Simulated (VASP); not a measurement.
A run of VASP 6.6.1 is set up as follows.

INCAR

```
SYSTEM = Sn
ALGO = Normal
EDIFF = 1E-6
EDIFFG = -0.005
ENCUT = 600
GGA = PE
IBRION = 2
ISIF = 3
ISMEAR = -1
LASPH = .TRUE.
LCHARG = .FALSE.
LREAL = .FALSE.
LWAVE = .FALSE.
NELM = 80
NSW = 60
PREC = Accurate
SIGMA = 0.05
```

File KPOINTS:

```
k-points
0
G
  13 13 13
  0 0 0
```

The input POSCAR:

```
Sn
1.0
    3.1154964611      0.0000000000      0.0000000000
    0.0000000000      3.1154964611      0.0000000000
    0.0000000000      0.0000000000      3.1154964611
Sn
1
Direct
    0.0000000000      0.0000000000      0.0000000000
```

Potentials or basis: VASP PAW PBE potentials, release 64 (Sn_d).

Launch:

```sh
$ cat potpaw_PBE.64/Sn_d/POTCAR > POTCAR
$ mpirun -np 1 vasp_std > vasp.out
```

Question: Estimate the relaxed cell.

Answer: a = 3.088 Å, b = 3.088 Å, c = 3.088 Å, α = 90.00°, β = 90.00°, γ = 90.00°.

Question: Predict the relaxed volume.

Answer: 29.44 Å³/atom.

Step by step:
```csv
step,energy change (eV),largest force (eV/Å),pressure (GPa),volume (Å³)
1,0.0000,0.0000,-1.16,30.24
2,-0.0028,0.0000,0.24,29.29
3,-0.0029,0.0000,0.02,29.44
```
